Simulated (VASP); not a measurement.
# P (R-3m) in VASP: further runs, part 2 of 2

VASP 6.6.1. The steps go on from the part before.

## Step 5: Relaxation of cell and atoms, PBEsol+D3(BJ)

This run uses another cell than the first one, of 16.14 Å³/atom.

INCAR reads:

```
SYSTEM = P
  PREC = Accurate
  ENCUT = 600
  EDIFF = 1E-6
  ISMEAR = -1
  SIGMA = 0.05
  LREAL = .False.
  LASPH = .True.
  NELM = 80
  ALGO = Normal
  ISIF = 3
  LWAVE = .False.
  LCHARG = .False.
  GGA = PS
  IVDW = 12
  IBRION = 2
  NSW = 80
  EDIFFG = -0.02
```

KPOINTS reads:

```
Automatic mesh
0
Gamma
  6 6 6
  0 0 0
```

POSCAR reads:

```
P
1.0
    3.7102200000      0.0000000000      0.0000000000
    2.1048557821      3.0553747045      0.0000000000
    2.1048557821      1.1059396909      2.8481945132
P
2
Direct
    0.2270800000      0.2270800000      0.2270800000
    0.7729200000      0.7729200000      0.7729200000
```

Potentials or basis: VASP PAW PBE potentials, release 64 (P).

Run with:

```sh
$ cat potpaw_PBE.64/P/POTCAR > POTCAR
$ mpirun -np 1 vasp_std > vasp.out
```

OUTCAR:

```text
SYSTEM = P
   PREC = Accurate
   ENCUT = 600
   EDIFF = 1E-6
   ISMEAR = -1
   LREAL = .False.
   LASPH = .True.
   NELM = 80
   ISIF = 3
   GGA = PS
   IVDW = 12
   IBRION = 2
   NSW = 80
   EDIFFG = -0.02
 IVDW          = 12

 ion  position               nearest neighbor table
   1  0.227  0.227  0.227-   2 2.29   2 2.29   2 2.29   2 2.82   2 2.82   2 2.82
   2  0.773  0.773  0.773-   1 2.29   1 2.29   1 2.29   1 2.82   1 2.82   1 2.82

  LATTYP: Found a trigonal (rhomboedric) cell.
 ALAT       =     3.7102200000
 COS(alpha) =     0.5673129308

  Lattice vectors:

 A1 = (   3.7102200000,   0.0000000000,   0.0000000000)
 A2 = (   2.1048557821,   3.0553747045,   0.0000000000)
 A3 = (   2.1048557821,   1.1059396909,   2.8481945132)

[... 587 lines left out ...]

  energy  without entropy=      -12.3223593533  energy(sigma->0) =      -12.32331894

[... ionic steps 4 to 9 ...]

--------------------------------------- Ionic step       10  -------------------------------------------

 number of electron      10.0000001 magnetization

------------------------ aborting loop because EDIFF is reached ----------------------------------------
[... 75 lines left out ...]
--------------------------------------- Ionic step       12  -------------------------------------------

 number of electron      10.0000001 magnetization

 Free energy of the ion-electron system (eV)
  ---------------------------------------------------
  ext. energy  EPLUGINS =         0.00000000
  ---------------------------------------------------
  free energy    TOTEN  =       -11.57106105 eV

  energy without entropy =      -11.56738612  energy(sigma->0) =      -11.56922359

 E-fermi :  10.3124     XC(G=0): -11.3636

 val. band max:       10.3085814133   @ k =   0.1667   0.1667   0.1667
 cond. band min:      10.3812802017   @ k =   0.3333   0.3333   0.3333
 fundamental gap:      0.0726987884
 Fermi energy:        10.3124337417

 k-point     1 :       0.0000    0.0000    0.0000
  band No.  band energies     occupation
      1      -7.0412      2.00000
      2       7.1602      2.00000
      3       7.4503      2.00000
      4       7.4503      2.00000
      5       7.9357      2.00000
      6      12.3286      0.00000
      7      13.4527      0.00000
      8      13.4527      0.00000
      9      15.6932      0.00000
[... 309 lines left out ...]
  FREE ENERGIE OF THE ION-ELECTRON SYSTEM (eV)
  ---------------------------------------------------
  free  energy   TOTEN  =       -12.3512469829 eV

  energy  without entropy=      -12.3475720552  energy(sigma->0) =      -12.34940952

 reached required accuracy - stopping structural energy minimisation
```

OSZICAR:

```text
N       E                     dE             d eps       ncg     rms          rms(c)
DAV:   1     0.255527024338E+02    0.25553E+02   -0.50540E+03   576   0.108E+03
DAV:   2    -0.105345325115E+02   -0.36087E+02   -0.35096E+02   898   0.131E+02
DAV:   3    -0.116302581829E+02   -0.10957E+01   -0.10926E+01   676   0.255E+01
DAV:   4    -0.116378446980E+02   -0.75865E-02   -0.75796E-02   870   0.235E+00
[... 84 lines left out ...]
       N       E                     dE             d eps       ncg     rms          rms(c)
DAV:   1    -0.115710836718E+02    0.99055E-03   -0.10158E-03   695   0.207E-01    0.326E-02
DAV:   2    -0.115710680246E+02    0.15647E-04   -0.25842E-05   649   0.408E-02    0.163E-02
DAV:   3    -0.115710608660E+02    0.71586E-05   -0.15782E-05   721   0.245E-02    0.470E-03
DAV:   4    -0.115710610516E+02   -0.18553E-06   -0.13563E-07   298   0.353E-03
  12 F= -.12351247E+02 E0= -.12349410E+02  d E =-.699101E-04
```

Run time: 2.1 min. Hardware: 1 thread of Intel Xeon 8259CL, shared host; peak memory 0.17 GiB.

What came out:

- Free energy: -12.3512 eV
- Relaxed volume: 14.51 Å³/atom
- Relaxed cell: a = 3.521 Å, b = 3.521 Å, c = 3.521 Å, α = 57.42°, β = 57.42°, γ = 57.42°
- Space group after relaxing (to 0.1 Å): R-3m (No. 166)
- Energy gained by relaxing: 32.1 meV/atom
- Ionic steps: 12
- Pressure after relaxing: 0.0 GPa
- Largest force after relaxing: 0.016 eV/Å
- Band gap on the k mesh: zero (bands 5 and 6 overlap by 1.02 eV)
- Dispersion energy per atom: -0.390 eV

Forces in eV/Å, atoms in the order of the input:
```
P   -0.014 -0.007 -0.005
P    0.014  0.007  0.005
```

The path:
```csv
step,energy change (eV),largest force (eV/Å),pressure (GPa),volume (Å³)
1,0.0000,0.0409,-5.55,32.29
2,-0.0337,0.5521,2.31,29.74
3,-0.0373,0.4402,0.29,30.30
4,-0.0527,0.2151,0.39,29.81
5,-0.0616,0.0969,0.08,29.32
6,-0.0538,0.2770,0.79,28.35
7,-0.0638,0.0075,-0.01,29.04
8,-0.0639,0.0280,-0.02,28.99
9,-0.0641,0.0067,0.17,28.96
10,-0.0642,0.0016,0.24,28.95
11,-0.0642,0.0238,-0.10,29.06
12,-0.0642,0.0162,0.00,29.03
```

Final structure:
```
P
1.0
     3.51979   -0.06118   -0.04187
     1.94644    2.93326   -0.04187
     1.94644    1.02270    2.74952
P
2
Cartesian
  1.7285 0.9082 0.6216
  5.6842 2.9866 2.0442
```

Levels at points of the mesh, in eV from the Fermi level:
```tsv
k point	band 1	band 2	band 3	band 4	band 5	band 6	band 7	band 8	band 9
(0.00, 0.00, 0.00)	-17.35	-3.15	-2.86	-2.86	-2.38	2.02	3.14	3.14	5.38
(0.50, 0.00, 0.00)	-13.45	-12.62	-3.50	-3.12	-1.17	-0.29	0.26	0.66	9.91
(0.50, 0.50, 0.00)	-13.07	-10.13	-7.43	-5.98	-5.85	-0.21	7.14	7.94	8.97
(0.50, 0.50, 0.50)	-14.54	-11.98	-2.72	-2.72	-0.74	-0.74	0.52	2.20	9.71
```

Caveat: the k points lie up to 0.38 Å⁻¹ apart in the final cell, too coarse for converged energies and pressures of a metal; the PAW data sets were made with another functional, which shifts forces and pressure a little.

## Step 6: Overview

```csv
task,level,potentials or basis,cell,cutoff (eV),gap on the mesh (eV),pressure (GPa),relaxed volume (Å³/atom),largest force (eV/Å)
single point,BLYP+D3(BJ),"VASP PAW PBE potentials, release 64 (P)","a = 3.695 Å, angles 56.0°, 2 atoms, atomic positions A",520,none,0.0,-,0.03
relaxation of cell and atoms,LDA,"VASP PAW LDA potentials, release 64 (P)","relaxed from a = 3.710 Å, angles 55.4°, 2 atoms, atomic positions B",600,none,0.0,15.30,0.01
relaxation of cell and atoms,BLYP+D3(BJ),"VASP PAW PBE potentials, release 64 (P)","relaxed from a = 3.710 Å, angles 55.4°, 2 atoms, atomic positions B",600,none,-0.1,16.26,-
relaxation of cell and atoms,PBEsol+D3(BJ),"VASP PAW PBE potentials, release 64 (P)","relaxed from a = 3.710 Å, angles 55.4°, 2 atoms, atomic positions B",600,none,0.0,14.51,0.02
```

Alike in all rows: no spin polarisation; k mesh 6 × 6 × 6; smearing fermi-dirac 0.05 eV.

Caveats: all runs use coarse meshes; the PAW data sets were made with another functional, which shifts forces and pressure a little (at least some runs).

Absolute energies hang on the potentials; compare differences alone.

The gap in the log of VASP goes by the Fermi energy; the results here count the filled bands.